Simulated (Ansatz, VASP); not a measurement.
# As: VASP beside Ansatz

```
As
1.0
     3.07202    0.00000    0.00000
    -1.53601    2.66045    0.00000
     0.00000    0.00000   10.41021
As
4
Direct
  0.00000 0.00000 0.00000
  0.00000 0.00000 0.50000
  0.33333 0.66667 0.25000
  0.66667 0.33333 0.75000
```

Alike in both runs: task single point; functional RPBE; k mesh 14 × 14 × 4; occupations fermi-dirac, width 0.1 eV; no spin polarisation.

```csv
,VASP,Ansatz
version,VASP 6.6.1,Ansatz 0.2.0
potentials or method,"VASP PAW PBE potentials, release 64 (As), cutoff 520 eV","plane waves (420 eV) with PAW, scalar-relativistic"
valence electrons in the cell,20,60
```

Ansatz gave:

| Item | Value |
| --- | --- |
| pressure (GPa) | -4.9 |
| traceless stress, the component that is largest in VASP (GPa) | 0.60 |

**Question.** What did VASP give for the same quantities?

**Answer.** Pressure (GPa): -5.0; traceless stress, the component that is largest in VASP (GPa): 0.60.

VASP's potentials were made for PBE, not for RPBE. VASP's potentials hold 20 valence electrons a cell and Ansatz's 60, so a difference there can come from the potentials and not from the codes.
